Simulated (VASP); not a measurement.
Wanted: the native input for a VASP 6.6.1 run.

```yaml
Task: electric field gradients
Functional: PBEsol
Potentials_or_basis: VASP PAW PBE potentials, release 64 (Al, As)
Cutoff: 400 eV
k_mesh: 10 × 10 × 10
Occupations: fermi-dirac, width 0.05 eV
Spin: no spin polarisation
Dipole_correction: no
Further_INCAR_settings: ALGO = Normal; EDIFF = 1e-08; NBANDS = 11
```

The structure of AlAs lies in POSCAR:

```
AlAs
1.0
    0.0000000000      2.7731120344      2.7731120344
    2.7731120344      0.0000000000      2.7731120344
    2.7731120344      2.7731120344      0.0000000000
Al As
1 1
Direct
    0.0000000000      0.0000000000      0.0000000000
    0.7500000000      0.7500000000      0.7500000000
```

This cell differs from its parent crystal: volume scaled by 0.9405.

One way to write it, as run:

INCAR

```
PREC = Accurate ; ENCUT = 400
EDIFF = 1E-8 ; ISMEAR = -1
SIGMA = 0.05 ; LREAL = False
LASPH = True ; NELM = 120
ALGO = Normal ; ISIF = 2
LWAVE = False ; LCHARG = False
GGA = PS ; LEFG = True
NBANDS = 11 ; GGA_COMPAT = False
```

KPOINTS

```
Automatic mesh
0
Gamma
  10 10 10
```

Potentials or basis: VASP PAW PBE potentials, release 64 (Al, As).

The run is started by

```bash
$ cat potpaw_PBE.64/Al/POTCAR potpaw_PBE.64/As/POTCAR > POTCAR
$ mpirun -np 1 vasp_std > vasp.out
```

Results of the run:

The pressure is 6.1 GPa. The band gap on the k mesh is 1.21 eV, indirect (least direct gap 2.47 eV).

Caveat: without QUAD_EFG the Cq values of the log hold for a quadrupole moment of 1 mb, not for the nuclei; the PAW data sets were made with another functional, which shifts forces and pressure a little.

Wall time 8.6 s on 1 thread of Intel(R) Xeon(R) 6975P-C (Granite Rapids), on a shared host, peak memory 0.15 GiB.
